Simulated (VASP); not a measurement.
Set up this calculation in VASP 6.6.1, as the native input.

```yaml
Task: single point
Functional: PBE
Potentials_or_basis: VASP PAW PBE potentials, release 64 (Ge_d)
Cutoff: 520 eV
k_mesh: 14 × 14 × 14
Occupations: gaussian, width 0.15 eV
Spin: no spin polarisation
Dipole_correction: no
Further_INCAR_settings: ALGO = Normal; EDIFF = 1e-06; NBANDS = 21
```

The structure of Ge lies in POSCAR:

```
Ge
1.0
    0.0000000000      2.9394169731      2.7662853133
    2.9394169731      0.0000000000      2.7662853133
    2.9394169731      2.9394169731      0.0000000000
Ge
2
Direct
    0.5000000000      0.5000000000      0.5000000000
    0.7500000000      0.7500000000      0.7500000000
```

This cell differs from its parent crystal: volume 23.901 Å^3 an atom, c/a of the conventional cell 0.9411.

These files were run (other wordings do the same):

INCAR

```
SYSTEM = Ge
  PREC = Accurate
  ENCUT = 520
  EDIFF = 1E-6
  ISMEAR = 0
  SIGMA = 0.15
  LREAL = .FALSE.
  LASPH = .TRUE.
  NELM = 100
  ALGO = Normal
  ISIF = 2
  LWAVE = .FALSE.
  LCHARG = .FALSE.
  GGA = PE
  NBANDS = 21
```

KPOINTS

```
regular mesh
0
G
  14 14 14
  0 0 0
```

Potentials or basis: VASP PAW PBE potentials, release 64 (Ge_d).

Command:

```console
$ cat potpaw_PBE.64/Ge_d/POTCAR > POTCAR
$ mpirun -np 1 vasp_std > vasp.out
```

Results of the run:

```yaml
Pressure: -0.1 GPa
Band_gap_on_the_k_mesh: zero (band 14 reaches 4.49 eV, above the bottom of band 15 at 4.45 eV)
```

Run time: 120 s on 1 thread of Intel(R) Xeon(R) 6975P-C (Granite Rapids) (shared host), peak memory 0.31 GiB.
